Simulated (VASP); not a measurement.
Runs of VASP 6.6.1 on Ba3HfO. The structure is that of space group Pm-3m (No. 221), or close to it. The cells are those of the table. 

| task | cell | k mesh | cutoff (eV) | gap on the mesh (eV) | pressure (GPa) |
| --- | --- | --- | --- | --- | --- |
| single point | a = 5.482 Å, 5 atoms | 8 × 8 × 8 | 520 | none | 0.8 |
| single point | a = 5.467 Å, 5 atoms | 4 × 4 × 4 | 520 | none | 1.0 |
| single point | a = 4.945 Å, 5 atoms | 4 × 4 × 4 | 520 | none | (a) |
| relaxation of cell and atoms | relaxed from a = 4.945 Å, 5 atoms | 4 × 4 × 4 | 600 | none | 0.0 |

Alike in all rows: level PBE; potentials or basis VASP PAW PBE potentials, release 64 (Ba_sv, Hf_pv, O); no spin polarisation; smearing gaussian 0.1 eV.

**Question.** Fill in the values left out.

**Answer.** (a) 20.2.

Caveats: spin-orbit coupling is left out, which moves the levels of the heavy elements.

A k mesh can miss the band edges, and the runs leave out spin-orbit coupling on Ba, Hf.

A gap of «none» marks levels without a gap at the run's occupations.
